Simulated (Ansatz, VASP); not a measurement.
## Two plane-wave programs on Zr6Os

INCAR

```
PREC     = Accurate       # precision mode
ENCUT    = 600            # plane-wave cutoff, eV
EDIFF    = 1E-6           # SCF threshold, eV
ISMEAR   = 0              # smearing method
SIGMA    = 0.1            # smearing width, eV
LREAL    = F              # projectors in reciprocal space
LASPH    = T              # aspherical terms in the spheres
NELM     = 100            # most SCF steps
ALGO     = Normal         # electronic algorithm
ISIF     = 3              # what is computed and relaxed
LWAVE    = F              # write WAVECAR
LCHARG   = F              # write CHGCAR
GGA      = PE             # functional
IBRION   = 2              # ionic algorithm
NSW      = 100            # ionic steps
EDIFFG   = -0.01          # ionic threshold
```

KPOINTS

```
regular mesh
0
Gamma
  6 6 6
```

The input POSCAR:

```
Zr6Os
1.0
    6.7342088138      0.0000000000      0.0000000000
    0.0000000000      6.7342088138      0.0000000000
    0.0000000000      0.0000000000      6.7342088138
Zr Os
6 1
Direct
    0.5000000000      0.5000000000      0.2016439666
    0.5000000000      0.5000000000      0.7983560334
    0.2016439666      0.5000000000      0.5000000000
    0.7983560334      0.5000000000      0.5000000000
    0.5000000000      0.2016439666      0.5000000000
    0.5000000000      0.7983560334      0.5000000000
    0.0000000000      0.0000000000      0.0000000000
```

Input for Ansatz:

```yaml
crystal:
  lattice:
    - [6.7342088138, 0.0, 0.0]
    - [0.0, 6.7342088138, 0.0]
    - [0.0, 0.0, 6.7342088138]
  atoms:
    - { symbol: Zr, position: [0.5, 0.5, 0.2016439666] }
    - { symbol: Zr, position: [0.5, 0.5, 0.7983560334] }
    - { symbol: Zr, position: [0.2016439666, 0.5, 0.5] }
    - { symbol: Zr, position: [0.7983560334, 0.5, 0.5] }
    - { symbol: Zr, position: [0.5, 0.2016439666, 0.5] }
    - { symbol: Zr, position: [0.5, 0.7983560334, 0.5] }
    - { symbol: Os, position: [0.0, 0.0, 0.0] }
basis:
  ecutwfc: 420
kpoints:
  mp_grid: { grid: [6, 6, 6] }
hamiltonian:
  xc: pbe
scf:
  occupations: { method: gaussian, width: 0.1 }
output:
  forces: true
  stress: true
  eigenvalues: true
relax:
  adjacent_minimum: "off"
  f_tol: 0.01
  max_steps: 80
  cell: { stress_tol: 0.05 }
```

Change from the starting cell: species swapped into the CaB6 type (Pm-3m, No. 221).

Alike in both runs: task relaxation of cell and atoms; functional PBE; k mesh 6 × 6 × 6; occupations gaussian, width 0.1 eV; no spin polarisation.

|  | VASP | Ansatz |
| --- | --- | --- |
| version | VASP 6.6.1 | Ansatz 0.2.0 |
| potentials or method | VASP PAW PBE potentials, release 64 (Zr_sv, Os), cutoff 600 eV | scalar-relativistic, plane waves, PAW |
| valence electrons in the cell | 80 | 88 |

VASP gave:

| Item | Value |
| --- | --- |
| gap on the k mesh at the Fermi level, each at its own relaxed structure (eV) | none |
| relaxed volume (Å³/atom) | 44.28 |
| relaxed length of the cell vector where the two differ most in proportion (Å) | 6.768 |

**Question.** Estimate Ansatz's values.

**Answer.** gap on the k mesh at the Fermi level, each at its own relaxed structure (eV): none; relaxed volume (Å³/atom): 44.22; relaxed length of the cell vector where the two differ most in proportion (Å): 6.764.

A gap of «none» marks a metal or a gap that the smearing closes. VASP's potentials hold 80 valence electrons a cell and Ansatz's 88, so a difference there can come from the potentials and not from the codes.

Neither program's run includes spin-orbit coupling.
